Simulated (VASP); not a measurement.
# Ru (P6_3/mmc) in VASP: notebook

Runs on Ru. Level: PBE+D3(BJ). Tasks: single point, relaxation of cell and atoms.

All numbers are computed with VASP 6.6.1; they aren't measurements. Logs are shortened: lines on timing, memory, paths and dates and some standing lists are left out, and cuts for length are marked.

### Step 1. The cell of the first run

Symmetry: P6_3/mmc, No. 194, hexagonal system. The conventional cell has a = 2.708 Å, b = 2.708 Å, c = 4.268 Å, α = 90.00°, β = 90.00°, γ = 120.00°. Ru (site symmetry -6m2) has 12 Ru at 2.65 to 2.71 Å within 3.5 Å.

### Step 2. Single point, PBE+D3(BJ)

Input file INCAR:

```
SYSTEM = Ru
  ALGO = Normal
  EDIFF = 1E-6
  ENCUT = 500
  GGA = PE
  GGA_COMPAT = .FALSE.
  ISIF = 2
  ISMEAR = 0
  IVDW = 12
  LASPH = .TRUE.
  LCHARG = .FALSE.
  LREAL = .FALSE.
  LWAVE = .FALSE.
  NBANDS = 21
  NELM = 120
  PREC = Accurate
  SIGMA = 0.1
```

Input file KPOINTS:

```
k-points
0
G
  9 9 4
  0 0 0
```

Input file POSCAR:

```
Ru
1.0
    2.7078263433      0.0000000000      0.0000000000
   -1.3539131716      2.3450464023      0.0000000000
    0.0000000000      0.0000000000      4.2681017800
Ru
2
Direct
    0.3333333300      0.6666666700      0.2500000000
    0.6666666700      0.3333333300      0.7500000000
```

Potentials or basis: VASP PAW PBE potentials, release 64 (Ru_pv).

On the command line:

```console
$ cat potpaw_PBE.64/Ru_pv/POTCAR > POTCAR
$ mpirun -np 1 vasp_std > vasp.out
```

OUTCAR:

```text
SYSTEM = Ru
   EDIFF = 1E-6
   ENCUT = 500
   GGA = PE
   ISIF = 2
   ISMEAR = 0
   IVDW = 12
   LASPH = .TRUE.
   LREAL = .FALSE.
   NELM = 120
   PREC = Accurate
 IVDW          = 12

 ion  position               nearest neighbor table
   1  0.333  0.667  0.250-   2 2.65   2 2.65   2 2.65   2 2.65   2 2.65   2 2.65
   2  0.667  0.333  0.750-   1 2.65   1 2.65   1 2.65   1 2.65   1 2.65   1 2.65

  LATTYP: Found a hexagonal cell.
 ALAT       =     2.7078263433
 C/A-ratio  =     1.5762095640

  Lattice vectors:

 A1 = (   2.7078263433,   0.0000000000,   0.0000000000)
 A2 = (  -1.3539131716,   2.3450464023,   0.0000000000)
 A3 = (   0.0000000000,   0.0000000000,   4.2681017800)

Analysis of symmetry for initial positions (statically):
=====================================================================
 Subroutine PRICEL returns:
 Original cell was already a primitive cell.

 Routine SETGRP: Setting up the symmetry group for a
 hexagonal supercell.

 Subroutine GETGRP returns: Found 24 space group operations
 (whereof 12 operations were pure point group operations)
 out of a pool of 24 trial point group operations.

The static configuration has the point symmetry D_3d.
 The point group associated with its full space group is D_6h.

Analysis of symmetry for dynamics (positions and initial velocities):
=====================================================================
 Subroutine PRICEL returns:
 Original cell was already a primitive cell.

 Routine SETGRP: Setting up the symmetry group for a
 hexagonal supercell.

 Subroutine GETGRP returns: Found 24 space group operations
 (whereof 12 operations were pure point group operations)
 out of a pool of 24 trial point group operations.

The dynamic configuration has the point symmetry D_3d.
 The point group associated with its full space group is D_6h.

 Subroutine INISYM returns: Found 24 space group operations
 (whereof 12 operations are pure point group operations),
 and found     1 'primitive' translations

----------------------------------------------------------------------------------------

                                     Primitive cell

  volume of cell :      27.1024

  direct lattice vectors                    reciprocal lattice vectors
     2.707826343  0.000000000  0.000000000     0.369299901  0.213215397  0.000000000
    -1.353913172  2.345046402  0.000000000     0.000000000  0.426430794  0.000000000
     0.000000000  0.000000000  4.268101780     0.000000000  0.000000000  0.234296193

  length of vectors
     2.707826343  2.707826343  4.268101780     0.426430794  0.426430794  0.234296193

  position of ions in fractional coordinates (direct lattice)
     0.333333330  0.666666670  0.250000000
     0.666666670  0.333333330  0.750000000

  ion indices of the primitive-cell ions
   primitive index   ion index
                 1           1
                 2           2

----------------------------------------------------------------------------------------

 KPOINTS: k-points

Automatic generation of k-mesh.
 Grid dimensions read from file:
 generate k-points for:    9    9    4

 Generating k-lattice:

  Cartesian coordinates                     Fractional coordinates (reciprocal lattice)
     0.041033322  0.023690600  0.000000000     0.111111111  0.000000000  0.000000000
     0.000000000  0.047381199  0.000000000     0.000000000  0.111111111  0.000000000
     0.000000000  0.000000000  0.058574048     0.000000000  0.000000000  0.250000000

  Length of vectors
     0.047381199  0.047381199  0.058574048

  Shift w.r.t. Gamma in fractional coordinates (k-lattice)
     0.000000000  0.000000000  0.000000000

 Subroutine IBZKPT returns following result:
 ===========================================

 Found     36 irreducible k-points:

 Following reciprocal coordinates:
            Coordinates               Weight
  0.000000  0.000000  0.000000      1.000000
  0.111111 -0.000000  0.000000      6.000000
  0.222222 -0.000000  0.000000      6.000000
  0.333333 -0.000000  0.000000      6.000000
  0.444444 -0.000000  0.000000      6.000000
  0.111111  0.111111  0.000000      6.000000
[... 16 lines left out ...]
  0.333333  0.222222  0.250000     24.000000
  0.333333  0.333333  0.250000      4.000000
 [... further k-points ...]
   k-points           NKPTS =     36   k-points in BZ     NKDIM =     36   number of bands    NBANDS=     21
   number of dos      NEDOS =    301   number of ions     NIONS =      2
   total plane-waves  NPLWV =  12800
   dimension x,y,z NGX =    20 NGY =   20 NGZ =   32
   dimension x,y,z NGXF=    40 NGYF=   40 NGZF=   64
   ions per type =               2
   NGX,Y,Z   is equivalent  to a cutoff of  12.28, 12.28, 12.46 a.u.
   NGXF,Y,Z  is equivalent  to a cutoff of  24.56, 24.56, 24.93 a.u.
 SYSTEM =  Ru
   PREC   = accura    normal or accurate (medium, high low for compatibility)
   ISTART =      0    job   : 0-new  1-cont  2-samecut
   ICHARG =      2    charge: 1-file 2-atom 10-const
   ISPIN  =      1    spin polarized calculation?
   LNONCOLLINEAR =      F non collinear calculations
   LSORBIT =      F    spin-orbit coupling
   LASPH  =      T    aspherical Exc in radial PAW
   ENCUT  =  500.0 eV  36.75 Ry    6.06 a.u.   4.94  4.94  7.78*2*pi/ulx,y,z
   NELM   =    120;   NELMIN=  2; NELMDL= -5     # of ELM steps
   EDIFF  = 0.1E-05   stopping-criterion for ELM
   LREAL  =      F    real-space projection
   EDIFFG = 0.1E-04   stopping-criterion for IOM
   NSW    =      0    number of steps for IOM
   IBRION =     -1    ionic relax: 0-MD 1-quasi-New 2-CG
   NFREE  =      0    steps in history (QN), initial steepest desc. (CG)
   ISIF   =      2    stress and relaxation
   ISYM   =      2    0-nonsym 1-usesym 2-fastsym
   POTIM  = 0.5000    time-step for ionic-motion
   TEBEG  =    0.0;   TEEND  =   0.0 temperature during run
   PSTRESS=    0.0 pullay stress
   NELECT =      28.0000    total number of electrons
   NUPDOWN=      -1.0000    fix difference up-down
   EMIN   =  10.00;   EMAX   =-10.00  energy-range for DOS
   EFERMI =   0.00;   METHOD = LEGACY
   ISMEAR =     0;   SIGMA  =   0.10  broadening in eV -4-tet -1-fermi 0-gaus
   EFERMI_NEDOS =   21; number of points for ismear=-14 and -15
   IALGO  =     38    algorithm
   IMIX   =      4    mixing-type and parameters
     AMIX     =   0.40;   BMIX     =  1.00
     AMIX_MAG =   1.60;   BMIX_MAG =  1.00
  volume/ion in A,a.u.               =      13.55        91.45
  Fermi-wavevector in a.u.,A,eV,Ry     =   1.654977  3.127452 37.265640  2.738947
  Thomas-Fermi vector in A             =   2.743152
   LORBIT       =      0    0 simple, 1 ext, 2 COOP (PROOUT), +10 PAW based schemes
   GGA     = PE    functional components
   LHFCALC =     F    Hartree Fock is set to
   AEXX    =    0.0000 exact exchange contribution
   IVDW    =    12    specifies the selected vdW correction
   LEPSILON=     F    determine dielectric tensor
   LRPA    =     F    only Hartree local field effects (RPA)
 non-spin polarized calculation
 Gauss-broadening in eV      SIGMA  =   0.10
  energy-cutoff  :      500.00
  volume of cell :       27.10
 maximum number of plane-waves:       705
 NGX is ok and might be reduce to    20
   NGX =  9   NGY =  9   NGZ = 15

 number of electron      28.0000006 magnetization

 Free energy of the ion-electron system (eV)
  ---------------------------------------------------
  ext. energy  EPLUGINS =         0.00000000
  ---------------------------------------------------
  free energy    TOTEN  =       -18.45579682 eV

  energy without entropy =      -18.44497597  energy(sigma->0) =      -18.45038639

 E-fermi :  13.0492     XC(G=0): -14.1320

 val. band max:       12.9083379425   @ k =   0.3333  -0.0000   0.2500
 cond. band min:      13.0509528441   @ k =   0.3333  -0.0000   0.0000
 fundamental gap:      0.1426149016
 Fermi energy:        13.0492235613

 k-point     1 :       0.0000    0.0000    0.0000
  band No.  band energies     occupation
      1     -30.7995      2.00000
      2     -29.8458      2.00000
      3     -29.8458      2.00000
      4     -29.6711      2.00000
      5     -29.6711      2.00000
      6     -29.6399      2.00000
[... 13 lines left out ...]
     20      23.2848      0.00000
     21      23.3440      0.00000

 k-point     2 :       0.1111   -0.0000    0.0000
  band No.  band energies     occupation
      1     -30.7576      2.00000
      2     -29.9326      2.00000
      3     -29.8751      2.00000
      4     -29.7614      2.00000
      5     -29.6830      2.00000
      6     -29.6600      2.00000
[... 13 lines left out ...]
     20      23.2849      0.00000
     21      23.3202      0.00000

 k-point     3 :       0.2222   -0.0000    0.0000
  band No.  band energies     occupation
      1     -30.6420      2.00000
      2     -30.1526      2.00000
      3     -29.9824      2.00000
      4     -29.9459      2.00000
      5     -29.7203      2.00000
      6     -29.7159      2.00000
[... 13 lines left out ...]
     20      23.2847      0.00000
     21      23.2971      0.00000

 k-point     4 :       0.3333   -0.0000    0.0000
  band No.  band energies     occupation
      1     -30.4826      2.00000
      2     -30.4027      2.00000
      3     -30.2218      2.00000
      4     -30.0224      2.00000
      5     -29.8165      2.00000
      6     -29.7565      2.00000
[... 13 lines left out ...]
     20      23.2842      0.00000
     21      23.2866      0.00000

 k-point     5 :       0.4444   -0.0000    0.0000
  band No.  band energies     occupation
      1     -30.5652      2.00000
      2     -30.3721      2.00000
      3     -30.3396      2.00000
      4     -30.0705      2.00000
      5     -29.9178      2.00000
      6     -29.7841      2.00000
[... 13 lines left out ...]
     20      23.2843      0.00000
     21      23.8066      0.00000
[... 382 lines left out ...]
     20      23.2823      0.00000
     21      23.8249      0.00000

 k-point    22 :       0.2222    0.2222    0.2500
  band No.  band energies     occupation
      1     -30.5365      2.00000
      2     -30.4258      2.00000
      3     -30.1257      2.00000
      4     -30.1150      2.00000
      5     -29.9261      2.00000
      6     -29.8126      2.00000
[... 13 lines left out ...]
     20      23.2843      0.00000
     21      24.8610      0.00000

 k-point    23 :       0.3333    0.2222    0.2500
  band No.  band energies     occupation
      1     -30.5547      2.00000
      2     -30.4643      2.00000
      3     -30.2649      2.00000
      4     -30.0725      2.00000
      5     -29.9879      2.00000
      6     -29.8647      2.00000
[... 13 lines left out ...]
     20      23.2826      0.00000
     21      23.5071      0.00000

 k-point    24 :       0.3333    0.3333    0.2500
  band No.  band energies     occupation
      1     -30.4507      2.00000
      2     -30.4507      2.00000
      3     -30.4005      2.00000
      4     -30.1371      2.00000
      5     -29.9332      2.00000
      6     -29.9332      2.00000
[... 13 lines left out ...]
     20      23.2843      0.00000
     21      23.2843      0.00000

 [... further k-points ...]

------------------------ aborting loop because EDIFF is reached ----------------------------------------

 Edisp (eV)   -1.25065

 E8    (eV) :    -0.5706

  FORCE on cell =-STRESS in cart. coord.  units (eV):
  Direction    XX          YY          ZZ          XY          YZ          ZX
  --------------------------------------------------------------------------------------
  -------------------------------------------------------------------------------------
  Total      -0.37651    -0.37651    -0.49234    -0.00000     0.00000    -0.00000
  in kB     -22.25798   -22.25798   -29.10497    -0.00000     0.00000    -0.00000
  external pressure =      -24.54 kB  Pullay stress =        0.00 kB

 VOLUME and BASIS-vectors are now :
 -----------------------------------------------------------------------------
  energy-cutoff  :      500.00
  volume of cell :       27.10
      direct lattice vectors                 reciprocal lattice vectors
     2.707826343  0.000000000  0.000000000     0.369299901  0.213215397  0.000000000
    -1.353913172  2.345046402  0.000000000     0.000000000  0.426430794  0.000000000
     0.000000000  0.000000000  4.268101780     0.000000000  0.000000000  0.234296193

 POSITION                                       TOTAL-FORCE (eV/Angst)
 -----------------------------------------------------------------------------------
     -0.00000      1.56336      1.06703        -0.000000      0.000000      0.000000
      1.35391      0.78168      3.20108         0.000000     -0.000000      0.000000
 -----------------------------------------------------------------------------------
    total drift:                               -0.000004      0.000003     -0.000000

  FREE ENERGIE OF THE ION-ELECTRON SYSTEM (eV)
  ---------------------------------------------------
  free  energy   TOTEN  =       -19.7064489727 eV

  energy  without entropy=      -19.6956281204  energy(sigma->0) =      -19.70103855
```

Wall time 6.8 s (1 thread of Intel Xeon 6975P-C (Granite Rapids), shared host); peak memory 0.15 GiB.

What came out:

```
Free energy                : -19.7064 eV
Pressure                   : -2.5 GPa
Band gap on the k mesh     : zero (bands 14 and 15 overlap by 3.04 eV)
Dispersion energy per atom : -0.625 eV
```

Caveat: the k points lie up to 0.37 Å⁻¹ apart, too coarse for converged energies and pressures of a metal.

### Step 3. Single point, PBE+D3(BJ)

This run uses another cell than the first one, of 13.44 Å³/atom.

Input file INCAR:

```
  PREC = Accurate
  ENCUT = 520
  EDIFF = 1E-7
  ISMEAR = 0
  SIGMA = 0.1
  LREAL = False
  LASPH = True
  NELM = 80
  ALGO = Fast
  ISIF = 2
  LWAVE = False
  LCHARG = True
  GGA = PE
  IVDW = 12
  LELF = True
  LVHAR = True
  NBANDS = 21
```

Input file KPOINTS:

```
Automatic mesh
0
Gamma
  18 18 10
```

Input file POSCAR:

```
Ru
1.0
    2.6976170636      0.0000000000      0.0000000000
   -1.3488085318      2.3362049068      0.0000000000
    0.0000000000      0.0000000000      4.2658043120
Ru
2
Direct
    0.3333333333      0.6666666667      0.2500000000
    0.6666666667      0.3333333333      0.7500000000
```

Potentials or basis: VASP PAW PBE potentials, release 64 (Ru_pv).

On the command line:

```console
$ cat potpaw_PBE.64/Ru_pv/POTCAR > POTCAR
$ mpirun -np 1 vasp_std > vasp.out
```

It took 2.8 min on 1 thread of Intel Xeon 8259CL, shared host; peak memory 0.22 GiB.

The run converged. Its results:

| Property | Result |
| --- | --- |
| Free energy | -19.7174 eV |
| Pressure | -0.1 GPa |
| Band gap on the k mesh | zero (bands 14 and 15 overlap by 3.18 eV) |
| Dispersion energy per atom | -0.631 eV |

Levels at points of the mesh, in eV from the Fermi level:
```csv
k point,band 11,band 12,band 13,band 14,band 15,band 16,band 17,band 18
"(0.00, 0.00, 0.00)",-2.44,-1.93,-1.93,-1.41,-1.41,1.21,1.21,1.32
"(0.50, 0.00, 0.00)",-2.09,-1.80,-1.53,1.45,1.88,1.96,4.13,6.21
"(0.00, 0.00, 0.50)",-2.80,-2.80,-2.73,-2.73,0.56,0.56,0.56,0.56
"(0.50, 0.00, 0.50)",-1.07,-1.07,0.46,0.46,1.71,1.71,3.44,3.44
```

(Continued in part 2 of 2.)
